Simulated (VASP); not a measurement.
# Cl: single point with PBE

Cl:

```
CELL_PARAMETERS angstrom
2.61719 0.00000 0.00000
-1.30859 2.26655 0.00000
0.00000 0.00000 2.07302
ATOMIC_POSITIONS crystal
Cl 0.00000 0.00000 0.00000
```

- Program: VASP 6.6.1
- Task: single point
- Functional: PBE
- Potentials or basis: VASP PAW PBE potentials, release 64 (Cl)
- Cutoff: 520 eV
- k mesh: 14 × 14 × 13
- Occupations: fermi-dirac, width 0.1 eV
- Spin: no spin polarisation
- Dipole correction: no
- k mesh for the DOS: 21 × 21 × 20
- Occupations for the DOS: tetrahedron
- Further INCAR settings: ALGO = Normal; EDIFF = 1e-06; NBANDS = 10

```json
{
  "Valence electrons inside the program's atomic spheres": "Cl 5.11"
}
```

Levels at points of the mesh, in eV from the Fermi level:
```csv
k point,band 1,band 2,band 3,band 4,band 5,band 6,band 7,band 8
"(0.00, 0.00, 0.00)",-22.27,-1.31,-1.31,4.83,6.54,11.36,11.36,15.34
"(0.00, 0.00, 0.50)",-16.06,-12.45,2.15,2.15,13.39,13.39,15.41,15.84
```

Run time: 64 s on 1 thread of Intel Xeon 8259CL (shared host), peak memory 0.17 GiB.

Caveat: an odd number of electrons without spin polarisation forces a metal; a magnetic or distorted state may lie lower.
